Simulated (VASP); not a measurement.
Input of a VASP 6.6.1 run:

Contents of POSCAR:

```
InO
1.0
    3.5917583534      0.0000000000      0.0000000000
   -1.7958791767      3.1105539782      0.0000000000
    0.0000000000      0.0000000000     17.1472680000
In O
2 2
Direct
    0.6666666667      0.3333333333      0.5900210000
    0.6666666667      0.3333333333      0.4099790000
    0.0000000000      0.0000000000      0.6398670000
    0.0000000000      0.0000000000      0.3601330000
```

Contents of INCAR.step1:

```
ALGO     = Normal         # electronic algorithm
EDIFF    = 1E-4           # SCF threshold, eV
ENCUT    = 520            # plane-wave cutoff, eV
GGA      = PE             # functional
ISMEAR   = 0              # smearing method
LASPH    = T              # aspherical terms in the spheres
LCHARG   = F              # write CHGCAR
LREAL    = F              # projectors in reciprocal space
LWAVE    = T              # write WAVECAR
NBANDS   = 27             # bands
NELM     = 100            # most SCF steps
PREC     = Accurate       # precision mode
SIGMA    = 0.05           # smearing width, eV
```

File INCAR.step2:

```
ALGO     = Normal         # electronic algorithm
EDIFF    = 1E-6           # SCF threshold, eV
ENCUT    = 520            # plane-wave cutoff, eV
ISIF     = 2              # what is computed and relaxed
ISMEAR   = 0              # smearing method
ISTART   = 1            
LASPH    = T              # aspherical terms in the spheres
LCHARG   = T              # write CHGCAR
LELF     = T              # ELF
LMIXTAU  = T            
LREAL    = F              # projectors in reciprocal space
LVHAR    = T            
LWAVE    = F              # write WAVECAR
METAGGA  = R2SCAN         # meta-GGA
NBANDS   = 27             # bands
NELM     = 100            # most SCF steps
PREC     = Accurate       # precision mode
SIGMA    = 0.05           # smearing width, eV
```

The input KPOINTS:

```
k-points
0
Gamma
  12 12 2
```

Potentials or basis: VASP PAW PBE potentials, release 64 (In_d, O).

Command:

```console
$ cat potpaw_PBE.64/In_d/POTCAR potpaw_PBE.64/O/POTCAR > POTCAR
$ cp INCAR.step1 INCAR
$ mpirun -np 1 vasp_std > vasp.out
$ cp INCAR.step2 INCAR
$ mpirun -np 1 vasp_std > vasp.out
```

(1) Predict the largest force.

(2) Predict the band gap on the k mesh.

Answers

(1) 1.362 eV/Å.

(2) 0.43 eV (least direct gap 1.00 eV).

Caveat: the cell differs from its parent crystal (strain +0.040 along x and y, +0.080 along z); there is no dipole correction, which matters where the two faces differ; the PAW data sets were made with another functional, which shifts forces and pressure a little; spin-orbit coupling is left out, which moves the levels of the heavy elements.
